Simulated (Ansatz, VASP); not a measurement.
# ZrS in VASP and in Ansatz

The input INCAR:

```
SYSTEM = ZrS
ALGO = Normal
EDIFF = 1E-6
ENCUT = 520
GGA = PS
ISIF = 2
ISMEAR = 0
LASPH = .TRUE.
LCHARG = .FALSE.
LREAL = .FALSE.
LWAVE = .FALSE.
NBANDS = 16
NELM = 100
PREC = Accurate
SIGMA = 0.15
```

File KPOINTS:

```
k-points
0
G
  16 16 16
  0 0 0
```

File POSCAR:

```
ZrS
1.0
    0.0000000000      2.5856250000      2.6643750000
    2.5856250000      0.0000000000      2.6643750000
    2.5856250000      2.5856250000      0.0000000000
Zr S
1 1
Direct
    0.0000000000      0.0000000000      0.0000000000
    0.5000000000      0.5000000000      0.5000000000
```

Input for Ansatz:

```yaml
crystal:
  lattice:
    - [0.0, 2.585625, 2.664375]
    - [2.585625, 0.0, 2.664375]
    - [2.585625, 2.585625, 0.0]
  atoms:
    - { symbol: Zr, position: [0.0, 0.0, 0.0] }
    - { symbol: S, position: [0.5, 0.5, 0.5] }
basis:
  ecutwfc: 420
kpoints:
  mp_grid: { grid: [16, 16, 16] }
hamiltonian:
  xc: pbesol
scf:
  occupations: { method: gaussian, width: 0.15 }
output:
  forces: true
  stress: true
  eigenvalues: true
```

Change from the starting cell: strain -0.015 along x and y, +0.015 along z, atoms carried along.

Alike in both runs: task single point; functional PBEsol; k mesh 16 × 16 × 16; occupations gaussian, width 0.15 eV; no spin polarisation.

|  | VASP | Ansatz |
| --- | --- | --- |
| version | VASP 6.6.1 | Ansatz 0.2.0 |
| potentials or method | VASP PAW PBE potentials, release 64 (Zr_sv, S), cutoff 520 eV | scalar-relativistic, plane waves, PAW |
| valence electrons in the cell | 18 | 18 |

VASP gave:

```
gap on the k mesh at the Fermi level (eV)                     : none
pressure (GPa)                                                : -4.0
traceless stress, the component that is largest in VASP (GPa) : -4.76
```

**Question.** Estimate Ansatz's values.

**Answer.** gap on the k mesh at the Fermi level (eV): none; pressure (GPa): -4.2; traceless stress, the component that is largest in VASP (GPa): -4.73.

VASP's potentials were made for PBE, not for PBEsol. A gap of «none» marks a metal or a gap that the smearing closes. The functional is the same, so the differences come from potentials, cutoffs and numerics.
